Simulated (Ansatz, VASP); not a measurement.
**ZnCd3Te2: VASP beside Ansatz**

INCAR

```
SYSTEM = ZnCd3Te2
  PREC = Accurate
  ENCUT = 600
  EDIFF = 1E-7
  ISMEAR = 0
  SIGMA = 0.1
  LREAL = .FALSE.
  LASPH = .TRUE.
  NELM = 80
  ALGO = Fast
  ISIF = 3
  LWAVE = .FALSE.
  LCHARG = .FALSE.
  GGA = PE
  IBRION = 2
  NSW = 90
  EDIFFG = -0.04
```

The input KPOINTS:

```
regular mesh
0
G
  3 3 6
  0 0 0
```

POSCAR

```
ZnCd3Te2
1.0
    6.6792261700      0.0000000000      0.0000000000
   -3.3396130800      5.7843795400      0.0000000000
    0.0000000000      0.0000000000      3.7189334400
Zn Cd Te
1 3 2
Direct
    0.0000000000      0.0000000000      0.0000000000
    0.5000000000      0.0000000000      0.5000000000
    0.5000000000      0.5000000000      0.5000000000
    0.0000000000      0.5000000000      0.5000000000
    0.3333333300      0.6666666700      0.0000000000
    0.6666666700      0.3333333300      0.0000000000
```

Input for Ansatz:

```yaml
crystal:
  lattice:
    - [6.67922617, 0.0, 0.0]
    - [-3.33961308, 5.78437954, 0.0]
    - [0.0, 0.0, 3.71893344]
  atoms:
    - { symbol: Zn, position: [0.0, 0.0, 0.0] }
    - { symbol: Cd, position: [0.5, 0.0, 0.5] }
    - { symbol: Cd, position: [0.5, 0.5, 0.5] }
    - { symbol: Cd, position: [0.0, 0.5, 0.5] }
    - { symbol: Te, position: [0.33333333, 0.66666667, 0.0] }
    - { symbol: Te, position: [0.66666667, 0.33333333, 0.0] }
basis:
  ecutwfc: 420
kpoints:
  mp_grid: { grid: [3, 3, 6] }
hamiltonian:
  xc: pbe
scf:
  occupations: { method: gaussian, width: 0.1 }
  lower_state_search: "off"
output:
  forces: true
  stress: true
  eigenvalues: true
relax:
  adjacent_minimum: "off"
  f_tol: 0.04
  max_steps: 70
  cell: { stress_tol: 0.4 }
```

Change from the starting cell: species swapped into the CeB2Rh3 type (P6/mmm, No. 191).

Alike in both runs: task relaxation of cell and atoms; functional PBE; k mesh 3 × 3 × 6; occupations gaussian, width 0.1 eV; no spin polarisation.

```csv
,VASP,Ansatz
version,VASP 6.6.1,Ansatz 0.2.0
potentials or method,"VASP PAW PBE potentials, release 64 (Zn, Cd, Te), cutoff 600 eV","scalar-relativistic, plane waves, PAW"
valence electrons in the cell,60,104
```

```csv
,VASP,Ansatz,Ansatz less VASP
"gap on the k mesh at the Fermi level, each at its own relaxed structure (eV)",none,none,-
relaxed volume (Å³/atom),34.21,33.98,-0.228
relaxed cell length with the largest relative difference (Å),7.474,7.452,-0.0221
```

A gap of «none» marks a metal or a gap that the smearing closes. VASP's potentials hold 60 valence electrons a cell and Ansatz's 104, so a difference there can come from the potentials and not from the codes.

The k mesh is coarse, so the values compare programs but aren't converged. Spin-orbit coupling is off throughout. Noted on VASP's run: the volume moved by over 15 % at a fixed basis, so the end points are rough.
